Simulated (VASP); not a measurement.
Wanted: the native input for a VASP 6.6.1 run.

- Task: single point
- Functional: PBE
- Potentials or basis: VASP PAW PBE potentials, release 64 (Ag, Cl)
- Cutoff: 520 eV
- k mesh: 9 × 9 × 9
- Occupations: fermi-dirac, width 0.01 eV
- Spin: no spin polarisation
- Dipole correction: no
- Further INCAR settings: ALGO = Normal; EDIFF = 1e-07; NBANDS = 16

The structure of AgCl lies in POSCAR:

```
AgCl
1.0
    3.4339730000      0.0000000000      0.0000000000
    0.0000000000      3.4339730000      0.0000000000
    0.0000000000      0.0000000000      3.5369921900
Ag Cl
1 1
Direct
    0.0000000000      0.0000000000      0.0000000000
    0.5000000000      0.5000000000      0.5000000000
```

This cell differs from its parent crystal: zz strain of +3 %.

The input as run:

INCAR

```
SYSTEM = AgCl
PREC = Accurate ; ENCUT = 520
EDIFF = 1E-7 ; ISMEAR = -1
SIGMA = 0.01 ; LREAL = .FALSE.
LASPH = .TRUE. ; NELM = 60
ALGO = Normal ; ISIF = 2
LWAVE = .FALSE. ; LCHARG = .TRUE.
GGA = PE ; LELF = .TRUE.
LVHAR = .TRUE. ; NBANDS = 16
```

KPOINTS

```
regular mesh
0
G
  9 9 9
  0 0 0
```

Potentials or basis: VASP PAW PBE potentials, release 64 (Ag, Cl).

Run with:

```bash
$ cat potpaw_PBE.64/Ag/POTCAR potpaw_PBE.64/Cl/POTCAR > POTCAR
$ mpirun -np 1 vasp_std > vasp.out
```

Results of the run:

- Pressure: -1.5 GPa
- Band gap on the k mesh: 0.57 eV (least direct gap 1.88 eV)

Caveat: the cell differs from its parent crystal (zz strain of +3 %); an odd mesh through Γ misses points on the zone boundary, where band edges can lie.

It took 71 s on 1 thread of Intel Xeon 8259CL, on a shared host, peak memory 0.19 GiB.
